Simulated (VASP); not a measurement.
# AlN (P6_3mc) in VASP: single point with HSE06

Aim: the single point of AlN with HSE06.

All numbers are computed with VASP 6.6.1; they aren't measurements. Logs are shortened: lines on timing, memory, paths and dates and some standing lists are left out, and cuts for length are marked.

## Step 1: The cell of the first run

It takes space group P6_3mc (No. 186, hexagonal). The conventional cell has a = 3.130 Å, b = 3.130 Å, c = 5.017 Å, α = 90.00°, β = 90.00°, γ = 120.00°. Al (site symmetry 3m) has 4 N at 1.90 to 1.91 Å within 2.5 Å. N (site symmetry 3m) has 4 Al at 1.90 to 1.91 Å within 2.5 Å.

## Step 2: Single point, HSE06

File POSCAR:

```
AlN
1.0
    9.3892708211      5.4208981504      0.0000000000
   -9.3892709202      5.4208979788      0.0000000000
    0.0000000000      0.0000000000      5.0174032950
Al N
24 24
Direct
    0.0000000000      0.1666666667      0.4992353700
    0.1666666667      0.0000000000      0.4992353700
    0.3333333333      0.3333333333      0.4992353700
    0.0000000000      0.3333333333      0.9992353700
    0.1666666667      0.1666666667      0.9992353700
    0.3333333333      0.0000000000      0.9992353700
    0.0000000000      0.6666666667      0.4992353700
    0.1666666667      0.5000000000      0.4992353700
    0.3333333333      0.8333333333      0.4992353700
    0.0000000000      0.8333333333      0.9992353700
    0.1666666667      0.6666666667      0.9992353700
    0.3333333333      0.5000000000      0.9992353700
    0.5000000000      0.1666666667      0.4992353700
    0.6666666667      0.0000000000      0.4992353700
    0.8333333333      0.3333333333      0.4992353700
    0.5000000000      0.3333333333      0.9992353700
    0.6666666667      0.1666666667      0.9992353700
    0.8333333333      0.0000000000      0.9992353700
    0.5000000000      0.6666666667      0.4992353700
    0.6666666667      0.5000000000      0.4992353700
    0.8333333333      0.8333333333      0.4992353700
    0.5000000000      0.8333333333      0.9992353700
    0.6666666667      0.6666666667      0.9992353700
    0.8333333333      0.5000000000      0.9992353700
    0.0000000000      0.1666666667      0.8807646300
    0.1666666667      0.0000000000      0.8807646300
    0.3333333333      0.3333333333      0.8807646300
    0.0000000000      0.3333333333      0.3807646300
    0.1666666667      0.1666666667      0.3807646300
    0.3333333333      0.0000000000      0.3807646300
    0.0000000000      0.6666666667      0.8807646300
    0.1666666667      0.5000000000      0.8807646300
    0.3333333333      0.8333333333      0.8807646300
    0.0000000000      0.8333333333      0.3807646300
    0.1666666667      0.6666666667      0.3807646300
    0.3333333333      0.5000000000      0.3807646300
    0.5000000000      0.1666666667      0.8807646300
    0.6666666667      0.0000000000      0.8807646300
    0.8333333333      0.3333333333      0.8807646300
    0.5000000000      0.3333333333      0.3807646300
    0.6666666667      0.1666666667      0.3807646300
    0.8333333333      0.0000000000      0.3807646300
    0.5000000000      0.6666666667      0.8807646300
    0.6666666667      0.5000000000      0.8807646300
    0.8333333333      0.8333333333      0.8807646300
    0.5000000000      0.8333333333      0.3807646300
    0.6666666667      0.6666666667      0.3807646300
    0.8333333333      0.5000000000      0.3807646300
```

File INCAR.step1:

```
PREC = Accurate
ENCUT = 520
EDIFF = 1E-5
ISMEAR = -1
SIGMA = 0.01
LREAL = Auto
LASPH = True
NELM = 120
ALGO = Normal
ISIF = 2
LWAVE = True
GGA = PE
NBANDS = 126
GGA_COMPAT = False
ISYM = -1
```

File INCAR.step2:

```
PREC = Accurate
ENCUT = 520
EDIFF = 1E-6
ISMEAR = -1
SIGMA = 0.01
LREAL = Auto
LASPH = True
NELM = 120
ALGO = Normal
ISIF = 2
LWAVE = False
LCHARG = True
GGA = PE
LHFCALC = True
HFSCREEN = 0.2079
PRECFOCK = Fast
LELF = True
LVHAR = True
ISTART = 1
NBANDS = 126
GGA_COMPAT = False
ISYM = -1
```

File KPOINTS:

```
explicit points
2
Reciprocal
  0.25000000   0.25000000   0.12500000 1
  0.25000000   0.25000000   0.62500000 1
```

Potentials or basis: VASP PAW PBE potentials, release 64 (Al, N).

Run with:

```console
$ cat potpaw_PBE.64/Al/POTCAR potpaw_PBE.64/N/POTCAR > POTCAR
$ cp INCAR.step1 INCAR
$ mpirun -np 1 vasp_std > vasp.out
$ cp INCAR.step2 INCAR
$ mpirun -np 1 vasp_std > vasp.out
```

OUTCAR:

```text
PREC = Accurate
   ENCUT = 520
   EDIFF = 1E-6
   ISMEAR = -1
   LREAL = Auto
   LASPH = True
   NELM = 120
   ISIF = 2
   GGA = PE
   LHFCALC = True
   HFSCREEN = 0.2079
   PRECFOCK = Fast
   ISTART = 1
   ISYM = -1

 ion  position               nearest neighbor table
   1  0.000  0.167  0.499-  28 1.90  42 1.90  29 1.90  25 1.91   4 3.09   4 3.09  18 3.09  18 3.09
                             5 3.09   5 3.09  14 3.13   3 3.13   8 3.13  15 3.13  21 3.13   2 3.13
   2  0.167  0.000  0.499-  30 1.90  34 1.90  29 1.90  26 1.91   6 3.09   6 3.09  10 3.09  10 3.09
                             5 3.09   5 3.09  13 3.13   3 3.13   7 3.13   9 3.13  21 3.13   1 3.13
   3  0.333  0.333  0.499-  29 1.90  40 1.90  36 1.90  27 1.91   5 3.09   5 3.09  16 3.09  16 3.09
                            12 3.09  12 3.09   1 3.13   2 3.13   8 3.13  13 3.13  20 3.13  19 3.13
   4  0.000  0.333  0.999-  25 1.90  32 1.90  39 1.90  28 1.91   1 3.09   1 3.09   8 3.09   8 3.09
                            15 3.09  15 3.09  12 3.13  17 3.13  18 3.13   5 3.13  11 3.13  24 3.13
   5  0.167  0.167  0.999-  27 1.90  25 1.90  26 1.90  29 1.91   3 3.09   3 3.09   1 3.09   1 3.09
                             2 3.09   2 3.09  16 3.13  12 3.13   6 3.13   4 3.13  18 3.13  10 3.13
   6  0.333  0.000  0.999-  26 1.90  37 1.90  33 1.90  30 1.91   2 3.09   2 3.09  13 3.09  13 3.09
                             9 3.09   9 3.09  10 3.13  11 3.13  16 3.13   5 3.13  17 3.13  22 3.13
   7  0.000  0.667  0.499-  34 1.90  48 1.90  35 1.90  31 1.91  10 3.09  10 3.09  24 3.09  24 3.09
                            11 3.09  11 3.09  20 3.13   9 3.13   2 3.13  21 3.13  15 3.13   8 3.13
   8  0.167  0.500  0.499-  36 1.90  28 1.90  35 1.90  32 1.91  12 3.09  12 3.09   4 3.09   4 3.09
                            11 3.09  11 3.09  19 3.13   9 3.13   1 3.13   3 3.13  15 3.13   7 3.13
   9  0.333  0.833  0.499-  35 1.90  46 1.90  30 1.90  33 1.91  11 3.09  11 3.09  22 3.09  22 3.09
[... 53 lines left out ...]
  47  0.667  0.667  0.381-  21 1.90  19 1.90  20 1.90  23 1.91
  48  0.833  0.500  0.381-  20 1.90   7 1.90  15 1.90  24 1.91

IMPORTANT INFORMATION: All symmetrisations will be switched off!
NOSYMM: (Re-)initialisation of all symmetry stuff for point group C_1.

----------------------------------------------------------------------------------------

                                     Primitive cell

  volume of cell :     510.7544

  direct lattice vectors                    reciprocal lattice vectors
     9.389270821  5.420898150  0.000000000     0.053252270  0.092235640  0.000000000
    -9.389270920  5.420897979  0.000000000    -0.053252272  0.092235639  0.000000000
     0.000000000  0.000000000  5.017403295     0.000000000  0.000000000  0.199306283

  length of vectors
    10.841796129 10.841796129  5.017403295     0.106504543  0.106504543  0.199306283

  position of ions in fractional coordinates (direct lattice)
     0.000000000  0.166666667  0.499235370
     0.166666667  0.000000000  0.499235370
[... 157 lines left out ...]
   NKREDX  =     1    reduce k-point grid by
   NKREDY  =     1    reduce k-point grid by
   NKREDZ  =     1    reduce k-point grid by
   AEXX    =    0.2500 exact exchange contribution
   HFSCREEN=    0.2079 screening length (either q_TF or 0.3 A-1)
   HFSCREENC=   0.2079 screening length for correlation (either q_TF or 0.3 A-1)
   ENCUTFOCK=  -1.0 apply spherical cutoff to Coloumb kernel
   IVDW    =     0    specifies the selected vdW correction
   LEPSILON=     F    determine dielectric tensor
   LRPA    =     F    only Hartree local field effects (RPA)
 non-spin polarized calculation
  energy-cutoff  :      520.00
  volume of cell :      510.75
 maximum number of plane-waves:     13755
 NGX is ok and might be reduce to    80
  NGX = 48; NGY = 48; NGZ = 20

 number of electron     191.9999946 magnetization

 Free energy of the ion-electron system (eV)
  ---------------------------------------------------
  ext. energy  EPLUGINS =         0.00000000
  ---------------------------------------------------
  free energy    TOTEN  =      -418.73482235 eV

  energy without entropy =     -418.73482235  energy(sigma->0) =     -418.73482235

 E-fermi :   5.0614     XC(G=0):  -8.9329

 val. band max:        4.8233396200   @ k =   0.2500   0.2500   0.1250
 cond. band min:      11.5086550091   @ k =   0.2500   0.2500   0.1250
 fundamental gap:      6.6853153891
 Fermi energy:         5.0614053638

 k-point     1 :       0.2500    0.2500    0.1250
  band No.  band energies     occupation
      1     -11.2476      2.00000
      2     -10.9850      2.00000
      3     -10.9850      2.00000
      4     -10.2872      2.00000
      5     -10.2872      2.00000
      6      -9.9148      2.00000
[... 100 lines left out ...]
    107      12.4989      0.00000
    108      12.4989      0.00000

 k-point     2 :       0.2500    0.2500    0.6250
  band No.  band energies     occupation
      1     -10.7814      2.00000
      2     -10.5391      2.00000
      3     -10.5391      2.00000
      4      -9.9959      2.00000
      5      -9.9138      2.00000
      6      -9.9138      2.00000
[... 100 lines left out ...]
    107      12.6395      0.00000
    108      12.7784      0.00000
 [bands above 108 left out]

------------------------ aborting loop because EDIFF is reached ----------------------------------------

  FORCE on cell =-STRESS in cart. coord.  units (eV):
  Direction    XX          YY          ZZ          XY          YZ          ZX
  --------------------------------------------------------------------------------------
  -------------------------------------------------------------------------------------
  Total      -17.2553328    -17.4952791    -17.0106249     -0.0000023     -0.0242226     -0.0000012
  in kB      -54.1279785    -54.8806622    -53.3603580     -0.0000073     -0.0759836     -0.0000039
  external PRESSURE =     -54.1229996 kB  Pullay stress =       0.0000000 kB

 VOLUME and BASIS-vectors are now :
 -----------------------------------------------------------------------------
  energy-cutoff  :      520.00
  volume of cell :      510.75
      direct lattice vectors                 reciprocal lattice vectors
     9.389270821  5.420898150  0.000000000     0.053252270  0.092235640  0.000000000
    -9.389270920  5.420897979  0.000000000    -0.053252272  0.092235639  0.000000000
     0.000000000  0.000000000  5.017403295     0.000000000  0.000000000  0.199306283

 POSITION                                       TOTAL-FORCE (eV/Angst)
 -----------------------------------------------------------------------------------
     -1.56488      0.90348      2.50487        -0.000001      0.005140      0.005307
      1.56488      0.90348      2.50487        -0.000001      0.005141      0.005308
     -0.00000      3.61393      2.50487        -0.000001      0.005141      0.005306
     -3.12976      1.80697      5.01357         0.000001     -0.004370      0.004912
     -0.00000      1.80697      5.01357        -0.000000     -0.004371      0.004911
      3.12976      1.80697      5.01357        -0.000001     -0.004372      0.004911
[... 40 lines left out ...]
     -0.00000      7.22786      1.91045         0.000001     -0.006143     -0.005703
      3.12976      7.22786      1.91045        -0.000002     -0.006143     -0.005702
 -----------------------------------------------------------------------------------
    total drift:                               -0.000001      0.000015      0.122981

  FREE ENERGIE OF THE ION-ELECTRON SYSTEM (eV)
  ---------------------------------------------------
  free  energy   TOTEN  =      -418.7348223461 eV

  energy  without entropy=     -418.7348223461  energy(sigma->0) =     -418.73482235
```

It took 19 min on 1 thread of AMD EPYC 9R45 (Zen 5), shared host; peak memory 0.87 GiB.

Results:

* Free energy: -418.7348 eV
* Pressure: -5.4 GPa
* Largest force: 0.008 eV/Å
* Band gap on the k mesh: 6.69 eV

Forces in eV/Å, atoms in the order of the input:
```
Al   0.000  0.005  0.005
Al   0.000  0.005  0.005
Al   0.000  0.005  0.005
Al   0.000 -0.004  0.005
Al   0.000 -0.004  0.005
Al   0.000 -0.004  0.005
Al   0.000  0.005  0.005
Al   0.000  0.005  0.005
Al   0.000  0.005  0.005
Al   0.000 -0.004  0.005
Al   0.000 -0.004  0.005
Al   0.000 -0.004  0.005
Al   0.000  0.005  0.005
Al   0.000  0.005  0.005
Al   0.000  0.005  0.005
Al   0.000 -0.004  0.005
Al   0.000 -0.004  0.005
Al   0.000 -0.004  0.005
Al   0.000  0.005  0.005
Al   0.000  0.005  0.005
Al   0.000  0.005  0.005
Al   0.000 -0.004  0.005
Al   0.000 -0.004  0.005
Al   0.000 -0.004  0.005
N    0.000  0.005 -0.005
N    0.000  0.005 -0.005
N    0.000  0.005 -0.005
N    0.000 -0.006 -0.006
N    0.000 -0.006 -0.006
N    0.000 -0.006 -0.006
N    0.000  0.005 -0.005
N    0.000  0.005 -0.005
N    0.000  0.005 -0.005
N    0.000 -0.006 -0.006
N    0.000 -0.006 -0.006
N    0.000 -0.006 -0.006
N    0.000  0.005 -0.005
N    0.000  0.005 -0.005
N    0.000  0.005 -0.005
N    0.000 -0.006 -0.006
N    0.000 -0.006 -0.006
N    0.000 -0.006 -0.006
N    0.000  0.005 -0.005
N    0.000  0.005 -0.005
N    0.000  0.005 -0.005
N    0.000 -0.006 -0.006
N    0.000 -0.006 -0.006
N    0.000 -0.006 -0.006
```

Stress tensor (GPa, compression positive):
```
-5.41  0.00  0.00
 0.00 -5.49 -0.01
 0.00 -0.01 -5.34
```

Caveat: the cell stands under tension; the PAW data sets were made with another functional, which shifts forces and pressure a little; a shifted mesh leaves out Γ, where band edges can lie.
